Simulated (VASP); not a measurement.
Set up this calculation in VASP 6.6.1, as the native input.

```
Task                   : single point
Functional             : PBE
Potentials or basis    : VASP PAW PBE potentials, release 64 (Zn, Cl)
Cutoff                 : 520 eV
k mesh                 : 4 × 4 × 4
Occupations            : gaussian, width 0.1 eV
Spin                   : no spin polarisation
Dipole correction      : no
Further INCAR settings : ALGO = Normal; EDIFF = 1e-06; NBANDS = 28
```

The structure of ZnCl4 lies in POSCAR:

```
ZnCl4
1.0
   -3.4407428600      3.4407428600      3.4407428600
    3.4407428600     -3.4407428600      3.4407428600
    3.4407428600      3.4407428600     -3.4407428600
Zn Cl
1 4
Direct
    0.0000000000      0.0000000000      0.0000000000
    0.3495999900      0.3495999900      0.3495999900
    0.6504000100      0.0000000000      0.0000000000
    0.0000000000      0.0000000000      0.6504000100
    0.0000000000      0.6504000100      0.0000000000
```

The cell was generated, and may not be a known phase.

One way to write it, as run:

INCAR

```
ALGO = Normal
EDIFF = 1E-6
ENCUT = 520
GGA = PE
ISIF = 2
ISMEAR = 0
LASPH = T
LCHARG = F
LREAL = F
LWAVE = F
NBANDS = 28
NELM = 100
PREC = Accurate
SIGMA = 0.1
```

KPOINTS

```
k-points
0
Gamma
  4 4 4
```

Potentials or basis: VASP PAW PBE potentials, release 64 (Zn, Cl).

Launch:

```bash
$ cat potpaw_PBE.64/Zn/POTCAR potpaw_PBE.64/Cl/POTCAR > POTCAR
$ mpirun -np 1 vasp_std > vasp.out
```

It gave:

```yaml
Pressure: 5.3 GPa
Largest_force: 2.121 eV/Å
Band_gap_on_the_k_mesh: zero (bands 20 and 21 overlap by 0.34 eV)
```

Caveat: the cell stands under pressure; forces of over 1 eV/Å act on the atoms, so gaps and moduli don't describe the material at rest.

Run time: 35 s on 1 thread of Intel(R) Xeon(R) 6975P-C (Granite Rapids), on a shared host, peak memory 0.31 GiB.
